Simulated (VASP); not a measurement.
# MoOs2: relaxation of cell and atoms with PBE

The system is MoOs2.

```
Mo Os
1.0
    -1.38178    1.94674    4.13759
     1.38178   -1.94674    4.13759
     1.38178    1.94674   -4.13759
Mo Os
1 2
Direct
  0.00000 0.00000 0.00000
  0.66857 0.66857 0.00000
  0.33143 0.33143 0.00000
```

```
Program                : VASP 6.6.1
Task                   : relaxation of cell and atoms
Functional             : PBE
Potentials or basis    : VASP PAW PBE potentials, release 64 (Mo_sv, Os)
Cutoff                 : 600 eV
k mesh                 : 8 × 8 × 8
Occupations            : gaussian, width 0.1 eV
Spin                   : no spin polarisation
Dipole correction      : no
Further INCAR settings : ALGO = Normal; EDIFF = 1e-07; IBRION = 2; EDIFFG = -0.04; NSW = 90; ISIF = 3
```

```yaml
Relaxed_volume: 14.86 Å³/atom
Relaxed_cell: a = 4.795 Å, b = 4.795 Å, c = 4.795 Å, α = 146.61°, β = 132.17°, γ = 59.58°
Space_group_after_relaxing_to_0.1_Å: Immm (No. 71)
Energy_gained_by_relaxing: 1.5 meV/atom
Ionic_steps: 6
Pressure_after_relaxing: -0.1 GPa
Largest_force_after_relaxing: 0.003 eV/Å
Band_gap_on_the_k_mesh: zero (bands 15 and 16 overlap by 2.24 eV)
```

Forces on the atoms (eV/Å):
```
Mo   0.000  0.000  0.000
Os   0.000  0.000 -0.003
Os   0.000  0.000  0.003
```

Stress tensor (GPa, compression positive):
```
-0.24  0.00  0.00
 0.00 -0.02  0.00
 0.00  0.00 -0.12
```

Step by step:
```
step  energy change (eV)  largest force (eV/Å)  pressure (GPa)  volume (Å³)
   1              0.0000                0.1528            0.12        44.52
   2             -0.0023                0.0819           -0.32        44.59
   3             -0.0035                0.1059           -0.18        44.56
   4             -0.0043                0.0396            0.58        44.47
   5             -0.0043                0.0324            0.65        44.46
   6             -0.0046                0.0034           -0.13        44.57
```

Final structure:
```
CELL_PARAMETERS angstrom
-1.37747 1.94394 4.16135
1.37747 -1.94394 4.16135
1.37747 1.94394 -4.16135
ATOMIC_POSITIONS crystal
Mo 0.00000 0.00000 0.00000
Os 0.67029 0.67029 0.00000
Os 0.32971 0.32971 0.00000
```

Levels at points of the mesh, in eV from the Fermi level:
```tsv
k point	band 12	band 13	band 14	band 15	band 16	band 17	band 18	band 19
(0.00, 0.00, 0.00)	-2.26	-1.92	-1.52	-0.19	-0.09	0.80	1.45	1.57
(0.50, 0.00, 0.00)	-2.39	-1.43	-1.36	-0.34	0.40	0.87	1.59	1.66
(0.00, 0.50, 0.00)	-2.63	0.13	0.87	0.95	1.91	2.91	2.96	3.47
(0.50, 0.50, 0.00)	-2.32	-2.05	-0.63	0.50	0.55	2.05	2.71	3.07
(0.50, 0.50, 0.50)	-1.53	-1.48	-0.94	-0.32	-0.27	1.56	2.90	3.04
```

Wall time 4.6 min on 1 thread of Intel(R) Xeon(R) 6975P-C (Granite Rapids) (shared host), peak memory 0.31 GiB.

Caveat: spin-orbit coupling is left out, which moves the levels of the heavy elements.
